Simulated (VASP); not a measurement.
# P (Pm-3n) in VASP: notebook

P is run at these levels: r2SCAN; tasks: single point.

Program: VASP 6.6.1. These are calculated values, not measurements. Logs are shortened: lines on timing, memory, paths and dates and some standing lists are left out, and cuts for length are marked.

## (1) The cell of the first run

It takes space group Pm-3n (No. 223, cubic). Conventional cell: a = 4.883 Å, b = 4.883 Å, c = 4.883 Å, α = 90.00°, β = 90.00°, γ = 90.00°. P (site symmetry m-3) has 12 P at 2.73 Å within 3.6 Å. Within 3.2 Å of P (site symmetry -4m2) lie 14 P at 2.44 to 2.99 Å.

## (2) Single point, r2SCAN

POSCAR reads:

```
P
1.0
    4.8832724510      0.0000000000      0.0000000000
    0.0000000000      4.8832724510      0.0000000000
    0.0000000000      0.0000000000      4.8832724510
P
8
Direct
    0.5000000000      0.5000000000      0.5000000000
    0.0000000000      0.0000000000      0.0000000000
    0.2500000000      0.0000000000      0.5000000000
    0.5000000000      0.2500000000      0.0000000000
    0.5000000000      0.7500000000      0.0000000000
    0.7500000000      0.0000000000      0.5000000000
    0.0000000000      0.5000000000      0.7500000000
    0.0000000000      0.5000000000      0.2500000000
```

INCAR.step1 reads:

```
SYSTEM = P
  PREC = Accurate
  ENCUT = 520
  ISMEAR = 0
  SIGMA = 0.1
  LREAL = .FALSE.
  LASPH = .TRUE.
  NELM = 80
  NBANDS = 30
  GGA = PE
  ALGO = Normal
  EDIFF = 1E-4
  LWAVE = .TRUE.
  LCHARG = .FALSE.
```

INCAR.step2 reads:

```
SYSTEM = P
  PREC = Accurate
  ENCUT = 520
  EDIFF = 1E-6
  ISMEAR = 0
  SIGMA = 0.1
  LREAL = .FALSE.
  LASPH = .TRUE.
  NELM = 80
  ALGO = Normal
  ISIF = 2
  LWAVE = .FALSE.
  LCHARG = .FALSE.
  METAGGA = R2SCAN
  LMIXTAU = .TRUE.
  NBANDS = 30
  ISTART = 1
```

KPOINTS reads:

```
regular mesh
0
G
  4 4 4
  0 0 0
```

Potentials or basis: VASP PAW PBE potentials, release 64 (P).

Started as:

```console
$ cat potpaw_PBE.64/P/POTCAR > POTCAR
$ cp INCAR.step1 INCAR
$ mpirun -np 1 vasp_std > vasp.out
$ cp INCAR.step2 INCAR
$ mpirun -np 1 vasp_std > vasp.out
```

OUTCAR:

```text
SYSTEM = P
   PREC = Accurate
   ENCUT = 520
   EDIFF = 1E-6
   ISMEAR = 0
   LREAL = .FALSE.
   LASPH = .TRUE.
   NELM = 80
   ISIF = 2
   METAGGA = R2SCAN
   ISTART = 1

 ion  position               nearest neighbor table
   1  0.500  0.500  0.500-   3 2.73   4 2.73   5 2.73   6 2.73   7 2.73   8 2.73   4 2.73   5 2.73
                             3 2.73   6 2.73   7 2.73   8 2.73
   2  0.000  0.000  0.000-   3 2.73   4 2.73   5 2.73   6 2.73   7 2.73   8 2.73   3 2.73   6 2.73
                             7 2.73   8 2.73   4 2.73   5 2.73
   3  0.250  0.000  0.500-   6 2.44   6 2.44   1 2.73   2 2.73   1 2.73   2 2.73
   4  0.500  0.250  0.000-   5 2.44   5 2.44   1 2.73   1 2.73   2 2.73   2 2.73
   5  0.500  0.750  0.000-   4 2.44   4 2.44   1 2.73   1 2.73   2 2.73   2 2.73
   6  0.750  0.000  0.500-   3 2.44   3 2.44   1 2.73   2 2.73   1 2.73   2 2.73
   7  0.000  0.500  0.750-   8 2.44   8 2.44   1 2.73   2 2.73   2 2.73   1 2.73
   8  0.000  0.500  0.250-   7 2.44   7 2.44   1 2.73   2 2.73   2 2.73   1 2.73

  LATTYP: Found a simple cubic cell.
 ALAT       =     4.8832724510

  Lattice vectors:

 A1 = (   4.8832724510,   0.0000000000,   0.0000000000)
 A2 = (   0.0000000000,   4.8832724510,   0.0000000000)
 A3 = (   0.0000000000,   0.0000000000,   4.8832724510)

Analysis of symmetry for initial positions (statically):
=====================================================================
 Subroutine PRICEL returns:
 Original cell was already a primitive cell.

 Routine SETGRP: Setting up the symmetry group for a
 simple cubic supercell.

 Subroutine GETGRP returns: Found 48 space group operations
 (whereof 24 operations were pure point group operations)
 out of a pool of 48 trial point group operations.

The static configuration has the point symmetry T_h .
 The point group associated with its full space group is O_h .

Analysis of symmetry for dynamics (positions and initial velocities):
=====================================================================
 Subroutine PRICEL returns:
 Original cell was already a primitive cell.

 Routine SETGRP: Setting up the symmetry group for a
 simple cubic supercell.

 Subroutine GETGRP returns: Found 48 space group operations
 (whereof 24 operations were pure point group operations)
 out of a pool of 48 trial point group operations.

The dynamic configuration has the point symmetry T_h .
 The point group associated with its full space group is O_h .

[... 98 lines left out ...]
   NSW    =      0    number of steps for IOM
   IBRION =     -1    ionic relax: 0-MD 1-quasi-New 2-CG
   NFREE  =      0    steps in history (QN), initial steepest desc. (CG)
   ISIF   =      2    stress and relaxation
   ISYM   =      2    0-nonsym 1-usesym 2-fastsym
   POTIM  = 0.5000    time-step for ionic-motion
   TEBEG  =    0.0;   TEEND  =   0.0 temperature during run
   PSTRESS=    0.0 pullay stress
   NELECT =      40.0000    total number of electrons
   NUPDOWN=      -1.0000    fix difference up-down
   EMIN   =  10.00;   EMAX   =-10.00  energy-range for DOS
   EFERMI =   0.00;   METHOD = LEGACY
   ISMEAR =     0;   SIGMA  =   0.10  broadening in eV -4-tet -1-fermi 0-gaus
   EFERMI_NEDOS =   21; number of points for ismear=-14 and -15
   IALGO  =     38    algorithm
   IMIX   =      4    mixing-type and parameters
     AMIX     =   0.40;   BMIX     =  1.00
     AMIX_MAG =   1.60;   BMIX_MAG =  1.00
  volume/ion in A,a.u.               =      14.56        98.23
  Fermi-wavevector in a.u.,A,eV,Ry     =   1.146526  2.166620 17.885153  1.314522
  Thomas-Fermi vector in A             =   2.283210
   LORBIT       =      0    0 simple, 1 ext, 2 COOP (PROOUT), +10 PAW based schemes
   METAGGA = R2SCAN    functional components
   LHFCALC =     F    Hartree Fock is set to
   AEXX    =    0.0000 exact exchange contribution
   IVDW    =     0    specifies the selected vdW correction
   LEPSILON=     F    determine dielectric tensor
   LRPA    =     F    only Hartree local field effects (RPA)
 non-spin polarized calculation
 Gauss-broadening in eV      SIGMA  =   0.10
  energy-cutoff  :      520.00
  volume of cell :      116.45
 maximum number of plane-waves:      3178
   NGX = 19   NGY = 19   NGZ = 19

 number of electron      39.9999987 magnetization

 Free energy of the ion-electron system (eV)
  ---------------------------------------------------
  ext. energy  EPLUGINS =         0.00000000
  ---------------------------------------------------
  free energy    TOTEN  =       -62.56007052 eV

  energy without entropy =      -62.51774649  energy(sigma->0) =      -62.53890851

 E-fermi :   9.7201     XC(G=0): -12.1988

 val. band max:        9.6963938141   @ k =   0.2500   0.2500   0.0000
 cond. band min:       9.7251782231   @ k =   0.5000   0.2500   0.2500
 fundamental gap:      0.0287844090
 Fermi energy:         9.7201238149

 k-point     1 :       0.0000    0.0000    0.0000
  band No.  band energies     occupation
      1      -7.5432      2.00000
      2      -2.5020      2.00000
      3      -2.5020      2.00000
      4      -2.2791      2.00000
      5      -0.3753      2.00000
      6      -0.3753      2.00000
[... 319 lines left out ...]
     29      10.3979      0.00000
     30      10.3979      0.00000

------------------------ aborting loop because EDIFF is reached ----------------------------------------

  FORCE on cell =-STRESS in cart. coord.  units (eV):
  Direction    XX          YY          ZZ          XY          YZ          ZX
  --------------------------------------------------------------------------------------
  -------------------------------------------------------------------------------------
  Total        0.0462534      0.0462534      0.0462534      0.0000000     -0.0000000      0.0000000
  in kB        0.6363868      0.6363868      0.6363868      0.0000000     -0.0000000      0.0000000
  external PRESSURE =       0.6363868 kB  Pullay stress =       0.0000000 kB

 VOLUME and BASIS-vectors are now :
 -----------------------------------------------------------------------------
  energy-cutoff  :      520.00
  volume of cell :      116.45
      direct lattice vectors                 reciprocal lattice vectors
     4.883272451  0.000000000  0.000000000     0.204780710  0.000000000  0.000000000
     0.000000000  4.883272451  0.000000000     0.000000000  0.204780710  0.000000000
     0.000000000  0.000000000  4.883272451     0.000000000  0.000000000  0.204780710

 POSITION                                       TOTAL-FORCE (eV/Angst)
 -----------------------------------------------------------------------------------
      2.44164      2.44164      2.44164        -0.000000     -0.000000      0.000000
      0.00000      0.00000      0.00000        -0.000000     -0.000000      0.000000
      1.22082      0.00000      2.44164         0.000000      0.000000     -0.000000
      2.44164      1.22082      0.00000         0.000000     -0.000000     -0.000000
      2.44164      3.66245      0.00000         0.000000     -0.000000     -0.000000
      3.66245      0.00000      2.44164        -0.000000     -0.000000      0.000000
      0.00000      2.44164      3.66245         0.000000     -0.000000      0.000000
      0.00000      2.44164      1.22082        -0.000000      0.000000      0.000000
 -----------------------------------------------------------------------------------
    total drift:                               -0.000000      0.000000     -0.000000

  FREE ENERGIE OF THE ION-ELECTRON SYSTEM (eV)
  ---------------------------------------------------
  free  energy   TOTEN  =       -62.5600705164 eV

  energy  without entropy=      -62.5177464948  energy(sigma->0) =      -62.53890851
```

OUTCAR.step1:

```text
SYSTEM = P
   PREC = Accurate
   ENCUT = 520
   ISMEAR = 0
   LREAL = .FALSE.
   LASPH = .TRUE.
[... 561 lines left out ...]
      3.66245      0.00000      2.44164        -0.000000      0.000000     -0.000000
      0.00000      2.44164      3.66245        -0.000000     -0.000000     -0.000000
      0.00000      2.44164      1.22082         0.000000      0.000000      0.000000
 -----------------------------------------------------------------------------------
    total drift:                               -0.000000      0.000000     -0.000000

  FREE ENERGIE OF THE ION-ELECTRON SYSTEM (eV)
  ---------------------------------------------------
  free  energy   TOTEN  =       -35.8508339429 eV

  energy  without entropy=      -35.8067133404  energy(sigma->0) =      -35.82877364
```

Run time: 83 s. Hardware: 1 thread of Oxide Virtual Turin-like, shared host; peak memory 0.18 GiB.

What came out:

* Free energy: -62.5601 eV
* Pressure: 0.1 GPa
* Band gap on the k mesh: zero (bands 20 and 21 overlap by 0.35 eV)

Levels at points of the mesh, in eV from the Fermi level:
```tsv
k point	band 16	band 17	band 18	band 19	band 20	band 21	band 22	band 23	band 24	band 25
(0.00, 0.00, 0.00)	-4.51	-2.72	-2.72	-2.72	-2.43	1.08	1.08	1.08	1.42	1.42
(0.50, 0.00, 0.00)	-3.13	-2.22	-2.22	-1.37	-1.37	0.76	0.76	1.83	1.83	2.05
(0.50, 0.50, 0.00)	-1.83	-1.70	-1.70	-1.19	-0.75	0.99	1.79	1.87	1.87	2.40
(0.50, 0.50, 0.50)	-0.88	-0.35	-0.35	-0.35	-0.35	-0.35	-0.35	-0.20	-0.20	-0.20
```

Caveat: the PAW data sets were made with another functional, which shifts forces and pressure a little.

## (3) Single point, r2SCAN

This run uses another cell than the first one, of 27.89 Å³/atom.

POSCAR: that of step 2 with these lines changed.

```diff
@@ -2,5 +2,5 @@
 1.0
-    4.8832724510      0.0000000000      0.0000000000
-    0.0000000000      4.8832724510      0.0000000000
-    0.0000000000      0.0000000000      4.8832724510
+    6.0649442370      0.0000000000      0.0000000000
+    0.0000000000      6.0649442370      0.0000000000
+    0.0000000000      0.0000000000      6.0649442370
 P
```

INCAR.step1 reads:

```
ALGO = Normal
EDIFF = 1E-4
ENCUT = 520
GGA = PE
ISMEAR = 0
LASPH = T
LCHARG = F
LREAL = F
LWAVE = T
NBANDS = 30
NELM = 100
PREC = Accurate
SIGMA = 0.1
```

INCAR.step2 reads:

```
ALGO = Normal
EDIFF = 1E-7
ENCUT = 520
ISIF = 2
ISMEAR = 0
ISTART = 1
LASPH = T
LCHARG = F
LMIXTAU = T
LREAL = F
LWAVE = F
METAGGA = R2SCAN
NBANDS = 30
NELM = 100
PREC = Accurate
SIGMA = 0.1
```

KPOINTS reads:

```
k-points
0
Gamma
  4 4 4
```

Potentials or basis: VASP PAW PBE potentials, release 64 (P).

Started as:

```console
$ cat potpaw_PBE.64/P/POTCAR > POTCAR
$ cp INCAR.step1 INCAR
$ mpirun -np 1 vasp_std > vasp.out
$ cp INCAR.step2 INCAR
$ mpirun -np 1 vasp_std > vasp.out
```

OUTCAR:

```text
EDIFF = 1E-7
   ENCUT = 520
   ISIF = 2
   ISMEAR = 0
   ISTART = 1
   LASPH = T
   LREAL = F
   METAGGA = R2SCAN
   NELM = 100
   PREC = Accurate

 ion  position               nearest neighbor table
   1  0.500  0.500  0.500-
   2  0.000  0.000  0.000-
   3  0.250  0.000  0.500-
   4  0.500  0.250  0.000-
   5  0.500  0.750  0.000-
   6  0.750  0.000  0.500-
   7  0.000  0.500  0.750-
   8  0.000  0.500  0.250-

[... 525 lines left out ...]
  -------------------------------------------------------------------------------------
  Total      -22.8096112    -22.8096112    -22.8096112     -0.0000000     -0.0000000     -0.0000000
  in kB     -163.8128737   -163.8128737   -163.8128737     -0.0000000     -0.0000000     -0.0000000
  external PRESSURE =    -163.8128737 kB  Pullay stress =       0.0000000 kB

 VOLUME and BASIS-vectors are now :
 -----------------------------------------------------------------------------
  energy-cutoff  :      520.00
  volume of cell :      223.09
      direct lattice vectors                 reciprocal lattice vectors
     6.064944237  0.000000000  0.000000000     0.164881978  0.000000000  0.000000000
     0.000000000  6.064944237  0.000000000     0.000000000  0.164881978  0.000000000
     0.000000000  0.000000000  6.064944237     0.000000000  0.000000000  0.164881978

 POSITION                                       TOTAL-FORCE (eV/Angst)
 -----------------------------------------------------------------------------------
      3.03247      3.03247      3.03247        -0.000000     -0.000000     -0.000000
      0.00000      0.00000      0.00000        -0.000000     -0.000000     -0.000000
      1.51624      0.00000      3.03247         0.000000      0.000000     -0.000000
      3.03247      1.51624      0.00000         0.000000     -0.000000      0.000000
      3.03247      4.54871      0.00000        -0.000000      0.000000     -0.000000
      4.54871      0.00000      3.03247        -0.000000      0.000000      0.000000
      0.00000      3.03247      4.54871         0.000000     -0.000000     -0.000000
      0.00000      3.03247      1.51624         0.000000      0.000000      0.000000
 -----------------------------------------------------------------------------------
    total drift:                               -0.000000     -0.000000      0.000000

  FREE ENERGIE OF THE ION-ELECTRON SYSTEM (eV)
  ---------------------------------------------------
  free  energy   TOTEN  =       -53.6173404218 eV

  energy  without entropy=      -53.5683859978  energy(sigma->0) =      -53.59286321
```

OUTCAR.step1:

```text
EDIFF = 1E-4
   ENCUT = 520
   GGA = PE
   ISMEAR = 0
[... 560 lines left out ...]
      3.03247      4.54871      0.00000         0.000000     -0.000000      0.000000
      4.54871      0.00000      3.03247        -0.000000      0.000000     -0.000000
      0.00000      3.03247      4.54871         0.000000     -0.000000     -0.000000
      0.00000      3.03247      1.51624        -0.000000      0.000000      0.000000
 -----------------------------------------------------------------------------------
    total drift:                               -0.000000     -0.000000      0.000000

  FREE ENERGIE OF THE ION-ELECTRON SYSTEM (eV)
  ---------------------------------------------------
  free  energy   TOTEN  =       -26.8649880479 eV

  energy  without entropy=      -26.8116260148  energy(sigma->0) =      -26.83830703
```

It took 3.2 min on 1 thread of Oxide Virtual Turin-like, shared host; peak memory 0.33 GiB.

Results:

```yaml
Free_energy: -53.6173 eV
Pressure: -16.4 GPa
Band_gap_on_the_k_mesh: zero (bands 20 and 21 overlap by 0.26 eV)
```

Levels at points of the mesh, in eV from the Fermi level:
| k point | band 18 | band 19 | band 20 | band 21 | band 22 | band 23 |
| --- | --- | --- | --- | --- | --- | --- |
| (0.00, 0.00, 0.00) | -0.83 | -0.83 | -0.83 | 0.52 | 0.52 | 0.52 |
| (0.50, 0.00, 0.00) | -0.68 | -0.25 | -0.25 | -0.15 | -0.15 | 0.43 |
| (0.50, 0.50, 0.00) | -0.89 | -0.69 | -0.11 | -0.02 | 0.26 | 0.51 |
| (0.50, 0.50, 0.50) | 0.09 | 0.09 | 0.09 | 0.09 | 0.09 | 0.14 |

Caveat: the cell stands under tension; the PAW data sets were made with another functional, which shifts forces and pressure a little.

## (4) Single point, r2SCAN

This run uses another cell than the first one, of 14.87 Å³/atom.

POSCAR: that of step 3 with these lines changed.

```diff
@@ -2,5 +2,5 @@
 1.0
-    6.0649442370      0.0000000000      0.0000000000
-    0.0000000000      6.0649442370      0.0000000000
-    0.0000000000      0.0000000000      6.0649442370
+    4.9175831811      0.0000000000      0.0000000000
+    0.0000000000      4.9175831811      0.0000000000
+    0.0000000000      0.0000000000      4.9175831811
 P
```

INCAR.step1 reads:

```
PREC = Accurate ; ENCUT = 520
ISMEAR = 0 ; SIGMA = 0.1
LREAL = F ; LASPH = T
NELM = 100 ; NBANDS = 30
GGA = PE ; ALGO = Normal
EDIFF = 1E-4 ; LWAVE = T
LCHARG = F
```

INCAR.step2 reads:

```
PREC = Accurate ; ENCUT = 520
EDIFF = 1E-6 ; ISMEAR = 0
SIGMA = 0.1 ; LREAL = F
LASPH = T ; NELM = 100
ALGO = Normal ; ISIF = 2
LWAVE = F ; LCHARG = F
METAGGA = R2SCAN ; LMIXTAU = T
NBANDS = 30 ; ISTART = 1
```

KPOINTS reads:

```
regular mesh
0
Gamma
  8 8 8
```

Started as:

```console
$ cat potpaw_PBE.64/P/POTCAR > POTCAR
$ cp INCAR.step1 INCAR
$ mpirun -np 1 vasp_std > vasp.out
$ cp INCAR.step2 INCAR
$ mpirun -np 1 vasp_std > vasp.out
```

Run time: 4.4 min. Hardware: 1 thread of Oxide Virtual Turin-like, shared host; peak memory 0.25 GiB.

The run converged. Its results:

```yaml
Free_energy: -62.6697 eV
Pressure: -0.1 GPa
Band_gap_on_the_k_mesh: zero (bands 20 and 21 overlap by 1.09 eV)
```

Levels at points of the mesh, in eV from the Fermi level:
| k point | band 16 | band 17 | band 18 | band 19 | band 20 | band 21 | band 22 | band 23 | band 24 | band 25 |
| --- | --- | --- | --- | --- | --- | --- | --- | --- | --- | --- |
| (0.00, 0.00, 0.00) | -4.39 | -2.63 | -2.63 | -2.63 | -2.43 | 1.07 | 1.07 | 1.07 | 1.44 | 1.44 |
| (0.50, 0.00, 0.00) | -3.06 | -2.13 | -2.13 | -1.31 | -1.31 | 0.73 | 0.73 | 1.79 | 1.79 | 2.00 |
| (0.50, 0.50, 0.00) | -1.79 | -1.67 | -1.67 | -1.12 | -0.69 | 0.96 | 1.67 | 1.81 | 1.81 | 2.36 |
| (0.50, 0.50, 0.50) | -0.94 | -0.30 | -0.30 | -0.30 | -0.30 | -0.30 | -0.30 | -0.17 | -0.17 | -0.17 |

Caveat: the PAW data sets were made with another functional, which shifts forces and pressure a little.

## (5) Overview

| cell | k mesh | gap on the mesh (eV) | pressure (GPa) |
| --- | --- | --- | --- |
| a = 4.883 Å, 8 atoms | 4 × 4 × 4 | none | 0.1 |
| a = 6.065 Å, 8 atoms | 4 × 4 × 4 | none | -16.4 |
| a = 4.918 Å, 8 atoms | 8 × 8 × 8 | none | -0.1 |

Alike in all rows: task single point; level r2SCAN; potentials or basis VASP PAW PBE potentials, release 64 (P); no spin polarisation; cutoff (eV) 520; smearing gaussian 0.1 eV.

Caveats: the PAW data sets were made with another functional, which shifts forces and pressure a little; the cell stands under tension (at least some runs).

Total energies depend on the potentials used, so only differences within one code and one set of settings carry meaning.

The gap in the log of VASP goes by the Fermi energy; the results here count the filled bands.